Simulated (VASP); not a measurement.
# Ta2PbO3 (P6/mmm) in VASP: notebook

Ta2PbO3 is run at these levels: PBE; tasks: single point, relaxation of cell and atoms.

Program: VASP 6.6.1. These are calculated values, not measurements. Logs are shortened: lines on timing, memory, paths and dates and some standing lists are left out, and cuts for length are marked.

**1. The cell of the first run**

The structure is hexagonal, space group P6/mmm (No. 191). Conventional cell: a = 6.640 Å, b = 6.640 Å, c = 3.018 Å, α = 90.00°, β = 90.00°, γ = 120.00°. Ta (site symmetry -6m2) has 3 O at 1.92 Å within 2.5 Å. Pb (site symmetry 6/mmm) has 2 Pb at 3.02 Å and 6 O at 3.32 Å and 6 Ta at 3.83 Å within 4.0 Å. O (site symmetry mmm) has 2 Ta at 1.92 Å within 2.5 Å.

The cell was built from a structure type or drawn by symmetry, and may not be a known phase.

**2. Single point, PBE**

Input file INCAR:

```
PREC = Accurate
ENCUT = 520
EDIFF = 1E-6
ISMEAR = 0
SIGMA = 0.2
LREAL = F
LASPH = T
NELM = 60
ALGO = Normal
ISIF = 2
LWAVE = F
LCHARG = T
GGA = PE
LELF = T
LVHAR = T
NBANDS = 36
```

Input file KPOINTS:

```
Automatic mesh
0
Gamma
  4 4 4
```

Input file POSCAR:

```
Ta2PbO3
1.0
    6.6399044549      0.0000000000      0.0000000000
   -3.3199522274      5.7503259366      0.0000000000
    0.0000000000      0.0000000000      3.0184622456
Ta Pb O
2 1 3
Direct
    0.3333333333      0.6666666667      0.0000000000
    0.6666666667      0.3333333333      0.0000000000
    0.0000000000      0.0000000000      0.0000000000
    0.5000000000      0.0000000000      0.0000000000
    0.0000000000      0.5000000000      0.0000000000
    0.5000000000      0.5000000000      0.0000000000
```

Potentials or basis: VASP PAW PBE potentials, release 64 (Ta_pv, Pb_d, O).

Run with:

```
cat potpaw_PBE.64/Ta_pv/POTCAR potpaw_PBE.64/Pb_d/POTCAR potpaw_PBE.64/O/POTCAR > POTCAR
mpirun -np 1 vasp_std > vasp.out
```

OUTCAR:

```text
PREC = Accurate
   ENCUT = 520
   EDIFF = 1E-6
   ISMEAR = 0
   LREAL = F
   LASPH = T
   NELM = 60
   ISIF = 2
   GGA = PE

 ion  position               nearest neighbor table
   1  0.333  0.667  0.000-   4 1.92   5 1.92   6 1.92   3 3.83   3 3.83   3 3.83
   2  0.667  0.333  0.000-   4 1.92   5 1.92   6 1.92   3 3.83   3 3.83   3 3.83
   3  0.000  0.000  0.000-   1 3.83   2 3.83   1 3.83   2 3.83   2 3.83   1 3.83
   4  0.500  0.000  0.000-   1 1.92   2 1.92
   5  0.000  0.500  0.000-   1 1.92   2 1.92
   6  0.500  0.500  0.000-   1 1.92   2 1.92

  LATTYP: Found a hexagonal cell.
 ALAT       =     6.6399044549
 C/A-ratio  =     0.4545942289

  Lattice vectors:

 A1 = (   6.6399044549,   0.0000000000,   0.0000000000)
 A2 = (  -3.3199522274,   5.7503259366,   0.0000000000)
 A3 = (   0.0000000000,   0.0000000000,   3.0184622456)

Analysis of symmetry for initial positions (statically):
=====================================================================
 Subroutine PRICEL returns:
 Original cell was already a primitive cell.

 Routine SETGRP: Setting up the symmetry group for a
 hexagonal supercell.

 Subroutine GETGRP returns: Found 24 space group operations
 (whereof 24 operations were pure point group operations)
 out of a pool of 24 trial point group operations.

The static configuration has the point symmetry D_6h.

Analysis of symmetry for dynamics (positions and initial velocities):
=====================================================================
 Subroutine PRICEL returns:
 Original cell was already a primitive cell.

 Routine SETGRP: Setting up the symmetry group for a
 hexagonal supercell.

 Subroutine GETGRP returns: Found 24 space group operations
 (whereof 24 operations were pure point group operations)
 out of a pool of 24 trial point group operations.

The dynamic configuration has the point symmetry D_6h.

 Subroutine INISYM returns: Found 24 space group operations
 (whereof 24 operations are pure point group operations),
 and found     1 'primitive' translations

----------------------------------------------------------------------------------------

                                     Primitive cell

  volume of cell :     115.2498

  direct lattice vectors                    reciprocal lattice vectors
     6.639904455  0.000000000  0.000000000     0.150604577  0.086951593  0.000000000
    -3.319952227  5.750325937  0.000000000     0.000000000  0.173903186  0.000000000
     0.000000000  0.000000000  3.018462246     0.000000000  0.000000000  0.331294520

  length of vectors
     6.639904455  6.639904455  3.018462246     0.173903186  0.173903186  0.331294520

  position of ions in fractional coordinates (direct lattice)
     0.333333333  0.666666667  0.000000000
     0.666666667  0.333333333  0.000000000
     0.000000000  0.000000000  0.000000000
     0.500000000  0.000000000  0.000000000
     1.000000000  0.500000000  0.000000000
     0.500000000  0.500000000  0.000000000

  ion indices of the primitive-cell ions
   primitive index   ion index
                 1           1
                 2           2
                 3           3
                 4           4
                 5           5
                 6           6

----------------------------------------------------------------------------------------

 KPOINTS: Automatic mesh

Automatic generation of k-mesh.
 Grid dimensions read from file:
 generate k-points for:    4    4    4

 Generating k-lattice:

  Cartesian coordinates                     Fractional coordinates (reciprocal lattice)
     0.037651144  0.021737898  0.000000000     0.250000000 -0.000000000  0.000000000
     0.000000000  0.043475796  0.000000000     0.000000000  0.250000000  0.000000000
     0.000000000  0.000000000  0.082823630     0.000000000  0.000000000  0.250000000

  Length of vectors
     0.043475796  0.043475796  0.082823630

  Shift w.r.t. Gamma in fractional coordinates (k-lattice)
     0.000000000  0.000000000  0.000000000

 Subroutine IBZKPT returns following result:
 ===========================================

 Found     12 irreducible k-points:

 Following reciprocal coordinates:
            Coordinates               Weight
  0.000000  0.000000  0.000000      1.000000
  0.250000  0.000000  0.000000      6.000000
  0.500000  0.000000  0.000000      3.000000
  0.250000  0.250000  0.000000      6.000000
  0.000000  0.000000  0.250000      2.000000
  0.250000  0.000000  0.250000     12.000000
  0.500000  0.000000  0.250000      6.000000
  0.250000  0.250000  0.250000     12.000000
  0.000000  0.000000  0.500000      1.000000
  0.250000  0.000000  0.500000      6.000000
  0.500000  0.000000  0.500000      3.000000
  0.250000  0.250000  0.500000      6.000000
   k-points           NKPTS =     12   k-points in BZ     NKDIM =     12   number of bands    NBANDS=     36
   number of dos      NEDOS =    301   number of ions     NIONS =      6
   total plane-waves  NPLWV =  60000
   dimension x,y,z NGX =    50 NGY =   50 NGZ =   24
   dimension x,y,z NGXF=   100 NGYF=  100 NGZF=   48
   ions per type =               2   1   3
   NGX,Y,Z   is equivalent  to a cutoff of  12.52, 12.52, 13.22 a.u.
   NGXF,Y,Z  is equivalent  to a cutoff of  25.04, 25.04, 26.44 a.u.
 SYSTEM =  unknown system
   PREC   = accura    normal or accurate (medium, high low for compatibility)
   ISTART =      0    job   : 0-new  1-cont  2-samecut
   ICHARG =      2    charge: 1-file 2-atom 10-const
   ISPIN  =      1    spin polarized calculation?
   LNONCOLLINEAR =      F non collinear calculations
   LSORBIT =      F    spin-orbit coupling
   LASPH  =      T    aspherical Exc in radial PAW
   ENCUT  =  520.0 eV  38.22 Ry    6.18 a.u.  12.35 12.35  5.61*2*pi/ulx,y,z
   NELM   =     60;   NELMIN=  2; NELMDL= -5     # of ELM steps
   EDIFF  = 0.1E-05   stopping-criterion for ELM
   LREAL  =      F    real-space projection
   EDIFFG = 0.1E-04   stopping-criterion for IOM
   NSW    =      0    number of steps for IOM
   IBRION =     -1    ionic relax: 0-MD 1-quasi-New 2-CG
   NFREE  =      0    steps in history (QN), initial steepest desc. (CG)
   ISIF   =      2    stress and relaxation
   ISYM   =      2    0-nonsym 1-usesym 2-fastsym
   POTIM  = 0.5000    time-step for ionic-motion
   TEBEG  =    0.0;   TEEND  =   0.0 temperature during run
   PSTRESS=    0.0 pullay stress
   NELECT =      54.0000    total number of electrons
   NUPDOWN=      -1.0000    fix difference up-down
   EMIN   =  10.00;   EMAX   =-10.00  energy-range for DOS
   EFERMI =   0.00;   METHOD = LEGACY
   ISMEAR =     0;   SIGMA  =   0.20  broadening in eV -4-tet -1-fermi 0-gaus
   EFERMI_NEDOS =   21; number of points for ismear=-14 and -15
   IALGO  =     38    algorithm
   IMIX   =      4    mixing-type and parameters
     AMIX     =   0.40;   BMIX     =  1.00
     AMIX_MAG =   1.60;   BMIX_MAG =  1.00
  volume/ion in A,a.u.               =      19.21       129.62
  Fermi-wavevector in a.u.,A,eV,Ry     =   1.271528  2.402840 21.997689  1.616785
  Thomas-Fermi vector in A             =   2.404457
   LORBIT       =      0    0 simple, 1 ext, 2 COOP (PROOUT), +10 PAW based schemes
   GGA     = PE    functional components
   LHFCALC =     F    Hartree Fock is set to
   AEXX    =    0.0000 exact exchange contribution
   IVDW    =     0    specifies the selected vdW correction
   LEPSILON=     F    determine dielectric tensor
   LRPA    =     F    only Hartree local field effects (RPA)
 non-spin polarized calculation
 Gauss-broadening in eV      SIGMA  =   0.20
  energy-cutoff  :      520.00
  volume of cell :      115.25
 maximum number of plane-waves:      3126
 NGX is ok and might be reduce to    50
   NGX = 25   NGY = 25   NGZ = 11

 number of electron      53.9999999 magnetization

 Free energy of the ion-electron system (eV)
  ---------------------------------------------------
  ext. energy  EPLUGINS =         0.00000000
  ---------------------------------------------------
  free energy    TOTEN  =       -50.62936785 eV

  energy without entropy =      -50.53725130  energy(sigma->0) =      -50.58330958

 E-fermi :   4.5036     XC(G=0):  -9.9807

 val. band max:        4.4582215182   @ k =   0.0000   0.0000   0.2500
 cond. band min:       4.5247421247   @ k =   0.5000   0.0000   0.2500
 fundamental gap:      0.0665206064
 Fermi energy:         4.5035854711

 k-point     1 :       0.0000    0.0000    0.0000
  band No.  band energies     occupation
      1     -31.6758      2.00000
      2     -31.6758      2.00000
      3     -31.5486      2.00000
      4     -31.5486      2.00000
      5     -30.6095      2.00000
      6     -30.6007      2.00000
[... 28 lines left out ...]
     35       8.4239      0.00000
     36      10.1593      0.00000

 k-point     2 :       0.2500    0.0000    0.0000
  band No.  band energies     occupation
      1     -31.6774      2.00000
      2     -31.6606      2.00000
      3     -31.5643      2.00000
      4     -31.5470      2.00000
      5     -30.6084      2.00000
      6     -30.6019      2.00000
[... 28 lines left out ...]
     35       8.5419      0.00000
     36       9.0944      0.00000

 k-point     3 :       0.5000    0.0000    0.0000
  band No.  band energies     occupation
      1     -31.6789      2.00000
      2     -31.6372      2.00000
      3     -31.5883      2.00000
      4     -31.5454      2.00000
      5     -30.6066      2.00000
      6     -30.6037      2.00000
[... 28 lines left out ...]
     35       8.2804      0.00000
     36       8.3732      0.00000
[... 274 lines left out ...]
 k-point    11 :       0.5000    0.0000    0.5000
  band No.  band energies     occupation
      1     -31.6304      2.00000
      2     -31.5902      2.00000
      3     -31.5433      2.00000
      4     -31.5019      2.00000
      5     -31.0495      2.00000
      6     -31.0455      2.00000
[... 28 lines left out ...]
     35       8.6346      0.00000
     36       8.7116      0.00000

 k-point    12 :       0.2500    0.2500    0.5000
  band No.  band energies     occupation
      1     -31.6311      2.00000
      2     -31.5879      2.00000
      3     -31.5456      2.00000
      4     -31.5011      2.00000
      5     -31.0495      2.00000
      6     -31.0455      2.00000
[... 28 lines left out ...]
     35       8.4892      0.00000
     36       8.9125      0.00000

------------------------ aborting loop because EDIFF is reached ----------------------------------------

  FORCE on cell =-STRESS in cart. coord.  units (eV):
  Direction    XX          YY          ZZ          XY          YZ          ZX
  --------------------------------------------------------------------------------------
  -------------------------------------------------------------------------------------
  Total        0.8596120      0.8596120     -0.2332611      0.0000000      0.0000000     -0.0000000
  in kB       11.9501406     11.9501406     -3.2427456      0.0000000      0.0000000     -0.0000000
  external PRESSURE =       6.8858452 kB  Pullay stress =       0.0000000 kB

 VOLUME and BASIS-vectors are now :
 -----------------------------------------------------------------------------
  energy-cutoff  :      520.00
  volume of cell :      115.25
      direct lattice vectors                 reciprocal lattice vectors
     6.639904455  0.000000000  0.000000000     0.150604577  0.086951593  0.000000000
    -3.319952227  5.750325937  0.000000000     0.000000000  0.173903186  0.000000000
     0.000000000  0.000000000  3.018462246     0.000000000  0.000000000  0.331294520

 POSITION                                       TOTAL-FORCE (eV/Angst)
 -----------------------------------------------------------------------------------
     -0.00000      3.83355      0.00000        -0.000000      0.000000      0.000000
      3.31995      1.91678      0.00000         0.000000     -0.000000      0.000000
      0.00000      0.00000      0.00000         0.000000      0.000000      0.000000
      3.31995      0.00000      0.00000         0.000000      0.000000      0.000000
     -1.65998      2.87516      0.00000         0.000000      0.000000      0.000000
      1.65998      2.87516      0.00000         0.000000      0.000000      0.000000
 -----------------------------------------------------------------------------------
    total drift:                               -0.000000      0.000000     -0.000000

  FREE ENERGIE OF THE ION-ELECTRON SYSTEM (eV)
  ---------------------------------------------------
  free  energy   TOTEN  =       -50.6293678497 eV

  energy  without entropy=      -50.5372513009  energy(sigma->0) =      -50.58330958
```

Run time: 45 s. Hardware: 1 thread of Intel Xeon Platinum 8488C (Sapphire Rapids), shared host; peak memory 0.25 GiB.

What came out:

```yaml
Free_energy: -50.6294 eV
Pressure: 0.7 GPa
Band_gap_on_the_k_mesh: zero (bands 27 and 28 overlap by 0.83 eV)
```

Caveat: the k points lie up to 0.52 Å⁻¹ apart, too coarse for converged energies and pressures of a metal; spin-orbit coupling is left out, which moves the levels of the heavy elements.

**3. Single point, PBE**

This run uses another cell than the first one, of 18.88 Å³/atom.

Input file INCAR:

```
ALGO     = Normal         # electronic algorithm
EDIFF    = 1E-6           # SCF threshold, eV
ENCUT    = 520            # plane-wave cutoff, eV
GGA      = PE             # functional
ISIF     = 2              # what is computed and relaxed
ISMEAR   = 0              # smearing method
LASPH    = True           # aspherical terms in the spheres
LCHARG   = False          # write CHGCAR
LREAL    = False          # projectors in reciprocal space
LWAVE    = False          # write WAVECAR
NBANDS   = 36             # bands
NELM     = 80             # most SCF steps
PREC     = Accurate       # precision mode
SIGMA    = 0.1            # smearing width, eV
```

Input file KPOINTS:

```
k-points
0
Gamma
  6 6 10
```

Changes to POSCAR since step 2:

```diff
@@ -2,5 +2,5 @@
 1.0
-    6.6399044549      0.0000000000      0.0000000000
-   -3.3199522274      5.7503259366      0.0000000000
-    0.0000000000      0.0000000000      3.0184622456
+    6.6506425111      0.0000000000      0.0000000000
+   -3.3253212555      5.7596253661      0.0000000000
+    0.0000000000      0.0000000000      2.9571469401
 Ta Pb O
```

Potentials or basis: VASP PAW PBE potentials, release 64 (Ta_pv, Pb_d, O).

Run with:

```
cat potpaw_PBE.64/Ta_pv/POTCAR potpaw_PBE.64/Pb_d/POTCAR potpaw_PBE.64/O/POTCAR > POTCAR
mpirun -np 1 vasp_std > vasp.out
```

It took 2.6 min on 1 thread of Intel Xeon Platinum 8488C (Sapphire Rapids), shared host; peak memory 0.33 GiB.

It converged, with:

```yaml
Free_energy: -50.6783 eV
Pressure: 0.4 GPa
Band_gap_on_the_k_mesh: zero (bands 27 and 28 overlap by 1.14 eV)
```

Stress tensor (GPa, compression positive):
```
 0.68  0.00  0.00
 0.00  0.68  0.00
 0.00  0.00 -0.12
```

Levels at points of the mesh, in eV from the Fermi level:
```
           k point  band 24  band 25  band 26  band 27  band 28  band 29  band 30  band 31
(0.00, 0.00, 0.00)    -3.57    -3.56    -3.18     0.13     0.13     0.65     0.65     2.24
(0.50, 0.00, 0.00)    -3.87    -3.59    -3.32    -1.05    -0.37     1.72     2.28     2.91
(0.00, 0.00, 0.50)    -4.26    -2.46    -1.21    -1.21     1.74     1.74     1.79     1.79
(0.50, 0.00, 0.50)    -4.40    -2.63    -1.02    -0.18     0.49     1.48     1.77     2.32
```

Caveat: spin-orbit coupling is left out, which moves the levels of the heavy elements.

**4. Relaxation of cell and atoms, PBE**

This run uses another cell than the first one, of 15.19 Å³/atom.

Input file INCAR:

```
PREC = Accurate
ENCUT = 600
EDIFF = 1E-7
ISMEAR = 0
SIGMA = 0.2
LREAL = False
LASPH = True
NELM = 80
ALGO = Normal
ISIF = 3
LWAVE = False
LCHARG = False
GGA = PE
IBRION = 2
NSW = 36
EDIFFG = -0.08
```

Input file KPOINTS:

```
Automatic mesh
0
Gamma
  4 4 4
```

Input file POSCAR:

```
Ta2PbO3
1.0
    5.2975978800      0.0000000000      0.0000000000
   -2.6487989400      4.5878543500      0.0000000000
    0.0000000000      0.0000000000      3.7511358000
Ta Pb O
2 1 3
Direct
    0.3333333300      0.6666666700      0.0000000000
    0.6666666700      0.3333333300      0.0000000000
    0.0000000000      0.0000000000      0.0000000000
    0.5000000000      0.0000000000      0.0000000000
    0.0000000000      0.5000000000      0.0000000000
    0.5000000000      0.5000000000      0.0000000000
```

Run with:

```
cat potpaw_PBE.64/Ta_pv/POTCAR potpaw_PBE.64/Pb_d/POTCAR potpaw_PBE.64/O/POTCAR > POTCAR
mpirun -np 1 vasp_std > vasp.out
```

Wall time 15 min (1 thread of Intel Xeon Platinum 8488C (Sapphire Rapids), shared host); peak memory 0.25 GiB.

Results (log left out):

- Free energy: -50.5009 eV
- Relaxed volume: 19.09 Å³/atom
- Relaxed cell: a = 6.633 Å, b = 6.633 Å, c = 3.006 Å, α = 90.00°, β = 90.00°, γ = 120.00°
- Space group after relaxing (to 0.1 Å): P6/mmm (No. 191)
- Pressure after relaxing: 0.0 GPa
- Band gap on the k mesh: zero (bands 27 and 28 overlap by 0.84 eV)

Stress tensor (GPa, compression positive):
```
-0.19  0.00  0.00
 0.00 -0.19  0.00
 0.00  0.00  0.46
```

Final structure:
```xyz
6
Lattice="6.6335 0.0000 0.0000 -3.3167 5.7447 0.0000 0.0000 0.0000 3.0056" Properties=species:S:1:pos:R:3 pbc="T T T"
Ta    0.0000    3.8298    0.0000
Ta    3.3167    1.9149    0.0000
Pb    0.0000    0.0000    0.0000
O     3.3167    0.0000    0.0000
O    -1.6584    2.8724    0.0000
O     1.6584    2.8724    0.0000
```

Levels at points of the mesh, in eV from the Fermi level:
| k point | band 23 | band 24 | band 25 | band 26 | band 27 | band 28 | band 29 | band 30 | band 31 | band 32 |
| --- | --- | --- | --- | --- | --- | --- | --- | --- | --- | --- |
| (0.00, 0.00, 0.00) | -4.61 | -3.81 | -3.40 | -2.97 | -0.10 | -0.10 | 0.51 | 0.51 | 2.03 | 2.03 |
| (0.50, 0.00, 0.00) | -4.38 | -4.11 | -3.47 | -3.14 | -1.23 | -0.60 | 1.61 | 2.07 | 2.72 | 2.94 |
| (0.00, 0.00, 0.50) | -4.94 | -4.46 | -2.80 | -1.17 | -1.17 | 1.53 | 1.53 | 1.83 | 1.83 | 2.58 |
| (0.50, 0.00, 0.50) | -4.85 | -4.59 | -2.98 | -0.97 | -0.13 | 0.51 | 1.36 | 1.47 | 1.97 | 2.57 |

Caveat: the k points lie up to 0.52 Å⁻¹ apart in the final cell, too coarse for converged energies and pressures of a metal; the volume moved by over 15 % at a fixed basis, so the end points are rough; spin-orbit coupling is left out, which moves the levels of the heavy elements.

**5. Summary**

| task | cell | k mesh | cutoff (eV) | smearing | gap on the mesh (eV) | pressure (GPa) |
| --- | --- | --- | --- | --- | --- | --- |
| single point | a = 6.640, b = 6.640, c = 3.018 Å, angles 90.0, 90.0, 120.0°, 6 atoms | 4 × 4 × 4 | 520 | gaussian 0.2 eV | none | 0.7 |
| single point | a = 6.651, b = 6.651, c = 2.957 Å, angles 90.0, 90.0, 120.0°, 6 atoms | 6 × 6 × 10 | 520 | gaussian 0.1 eV | none | 0.4 |
| relaxation of cell and atoms | relaxed from a = 5.298, b = 5.298, c = 3.751 Å, angles 90.0, 90.0, 120.0°, 6 atoms | 4 × 4 × 4 | 600 | gaussian 0.2 eV | none | 0.0 |

Alike in all rows: level PBE; potentials or basis VASP PAW PBE potentials, release 64 (Ta_pv, Pb_d, O); no spin polarisation.

Caveats: some runs use coarse meshes; spin-orbit coupling is left out, which moves the levels of the heavy elements; the volume moved by over 15 % at a fixed basis, so the end points are rough (at least some runs).

Absolute energies hang on the potentials; compare differences alone.
